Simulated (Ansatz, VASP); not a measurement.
## MoS2 in VASP and in Ansatz

```
Mo S
1.0
     3.16100    0.00000    0.00000
    -1.58050    2.73751    0.00000
     0.00000    0.00000   12.04910
Mo S
2 4
Direct
  0.33333 0.66667 0.25000
  0.66667 0.33333 0.75000
  0.33333 0.66667 0.62750
  0.66667 0.33333 0.12750
  0.33333 0.66667 0.87250
  0.66667 0.33333 0.37250
```

Change from the starting cell: zz strain of -2 %, crystal datasets.

Alike in both runs: task electric field gradients; functional PBE; k mesh 10 × 10 × 3; occupations fermi-dirac, width 0.03 eV; no spin polarisation.

```csv
,VASP,Ansatz
version,VASP 6.6.1,Ansatz 0.2.0
potentials or method,"VASP PAW PBE potentials, release 64 (Mo_sv, S), cutoff 520 eV","all-electron PAW with datasets made for the crystal, scalar-relativistic"
```

Ansatz gave:

| Quantity | Value |
| --- | --- |
| pressure (GPa) | 12.8 |
| traceless stress, the component that is largest in VASP (GPa) | 7.14 |
| rms of the force components (eV/Å) | 0.886 |
| size of Vzz on the site where it differs most (V/Å²) | 99.6 |

**Question.** What did VASP give for the same quantities?

**Answer.** Pressure (GPa): 12.6; traceless stress, the component that is largest in VASP (GPa): 7.09; rms of the force components (eV/Å): 0.875; size of Vzz on the site where it differs most (V/Å²): 101.7.

Atom by atom the forces differ by 0.011 eV/Å (rms over components). Ansatz ran all-electron here, and VASP with PAW potentials.
